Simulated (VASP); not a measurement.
Input of a VASP 6.6.1 run:

File INCAR:

```
SYSTEM = HgH3
  ALGO = Normal
  EDIFF = 1E-7
  ENCUT = 520
  GGA = PE
  ISIF = 2
  ISMEAR = 0
  LASPH = .True.
  LCHARG = .False.
  LREAL = .False.
  LWAVE = .False.
  NBANDS = 16
  NELM = 80
  PREC = Accurate
  SIGMA = 0.1
```

Contents of KPOINTS:

```
k-points
0
Gamma
  6 6 6
  0 0 0
```

The input POSCAR:

```
HgH3
1.0
    5.3791119374      0.0000000000      0.0000000000
   -2.6895559687      4.6584475876      0.0000000000
    0.0000000000      0.0000000000      3.8014468931
Hg H
1 3
Direct
    0.0000000000      0.0000000000      0.0000000000
    0.0000000000      0.0000000000      0.5000000000
    0.6666666667      0.3333333333      0.4009885060
    0.6666666667      0.3333333333      0.5990114940
```

Potentials or basis: VASP PAW PBE potentials, release 64 (Hg, H).

Run with:

```console
$ cat potpaw_PBE.64/Hg/POTCAR potpaw_PBE.64/H/POTCAR > POTCAR
$ mpirun -np 1 vasp_std > vasp.out
```

Problem. Estimate the pressure.

Solution. 0.1 GPa.

Problem. Predict the largest force.

Solution. 0.014 eV/Å.

Forces on the atoms (eV/Å):
```
Hg   0.000  0.000  0.000
H    0.000  0.000  0.000
H    0.000  0.000  0.014
H    0.000  0.000 -0.014
```
